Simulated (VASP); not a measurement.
Runs of VASP 6.6.1 on TiO2. The structure is that of space group I4_1/amd (No. 141), or close to it. The cells are those of the table. 

```tsv
cell	gap on the mesh (eV)	pressure (GPa)	largest force (eV/Å)
a = 5.444 Å, angles 139.4, 139.4, 58.8°, 6 atoms	2.11	7.1	0.12
a = 5.612 Å, angles 140.7, 140.7, 56.8°, 6 atoms	2.20	(b)	0.08
a = 5.654 Å, angles 141.0, 141.0, 56.4°, 6 atoms	2.21	(a)	0.08
a = 5.528 Å, angles 140.0, 140.0, 57.8°, 6 atoms	2.16	3.7	0.10
a = 5.570 Å, angles 140.4, 140.4, 57.3°, 6 atoms	(c)	2.0	0.09
a = 5.403 Å, angles 139.1, 139.1, 59.3°, 6 atoms	2.09	8.9	0.12
a = 5.361 Å, angles 138.7, 138.7, 59.8°, 6 atoms	2.06	10.8	0.13
a = 5.319 Å, angles 138.4, 138.4, 60.3°, 6 atoms	2.03	12.7	0.14
```

Alike in all rows: task single point; level PBE; potentials or basis VASP PAW PBE potentials, release 64 (Ti_sv, O); no spin polarisation; k mesh 10 × 10 × 10; cutoff (eV) 520; smearing fermi-dirac 0.02 eV.

Question: Estimate the missing entries.

Answer: (a) -1.2; (b) 0.4; (c) 2.18.

A k mesh can miss the band edges.
